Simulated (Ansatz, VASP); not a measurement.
## Two plane-wave programs on Al3Cu2

File INCAR:

```
SYSTEM = Al3Cu2
  ALGO = Fast
  EDIFF = 1E-6
  ENCUT = 520
  ISIF = 2
  ISMEAR = 0
  LASPH = .TRUE.
  LCHARG = .FALSE.
  LREAL = .FALSE.
  LWAVE = .FALSE.
  NBANDS = 24
  NELM = 60
  PREC = Accurate
  SIGMA = 0.15
```

KPOINTS

```
k-points
0
G
  12 12 8
  0 0 0
```

POSCAR

```
Al3Cu2
1.0
    4.0557157516      0.0000000000      0.0000000000
   -2.0278578758      3.5123528714      0.0000000000
    0.0000000000      0.0000000000      4.9315479608
Al Cu
3 2
Direct
    0.0000000000      0.0000000000      0.0000000000
    0.3455697567      0.6666666667      0.3508928116
    0.6544302433      0.3333333333      0.6491071884
    0.3130163276      0.6666666667      0.8415870660
    0.6869836724      0.3333333333      0.1584129340
```

Input for Ansatz:

```yaml
crystal:
  lattice:
    - [4.0557157516, 0.0, 0.0]
    - [-2.0278578758, 3.5123528714, 0.0]
    - [0.0, 0.0, 4.9315479608]
  atoms:
    - { symbol: Al, position: [0.0, 0.0, 0.0] }
    - { symbol: Al, position: [0.3455697567, 0.6666666667, 0.3508928116] }
    - { symbol: Al, position: [0.6544302433, 0.3333333333, 0.6491071884] }
    - { symbol: Cu, position: [0.3130163276, 0.6666666667, 0.841587066] }
    - { symbol: Cu, position: [0.6869836724, 0.3333333333, 0.158412934] }
basis:
  ecutwfc: 520.0
kpoints:
  mp_grid: { grid: [12, 12, 8] }
hamiltonian:
  xc: lda
  pseudopotentials: { kind: paw, azcp: { folder: soft_1 } }
scf:
  occupations: { method: gaussian, width: 0.15 }
output:
  forces: true
  stress: true
  eigenvalues: true
```

Change from the starting cell: mode 4 frozen in at -0.082 Å, strain +e along z and -e/2 along x and y +0.0000.

Alike in both runs: task single point; functional LDA; k mesh 12 × 12 × 8; occupations gaussian, width 0.15 eV; no spin polarisation.

|  | VASP | Ansatz |
| --- | --- | --- |
| version | VASP 6.6.1 | Ansatz 0.2.0 |
| potentials or method | VASP PAW LDA potentials, release 64 (Al, Cu), cutoff 520 eV | scalar-relativistic, plane waves, PAW |
| valence electrons in the cell | 31 | 47 |

Ansatz gave:

* gap on the k mesh at the Fermi level (eV): none
* pressure (GPa): 0.3
* traceless stress, the component that is largest in VASP (GPa): -1.39
* rms of the force components (eV/Å): 0.123

What did VASP give for the same quantities?

gap on the k mesh at the Fermi level (eV): none; pressure (GPa): 1.0; traceless stress, the component that is largest in VASP (GPa): -1.39; rms of the force components (eV/Å): 0.125.

Ansatz warns that its potentials were made for another functional, while VASP's fit it. LDA's correlation is that of Perdew and Zunger in VASP and of Perdew and Wang (1992) in Ansatz. Atom by atom the forces differ by 0.003 eV/Å (rms over components). A gap of «none» marks a metal or a gap that the smearing closes. VASP's potentials hold 31 valence electrons a cell and Ansatz's 47, so a difference there can come from the potentials and not from the codes.
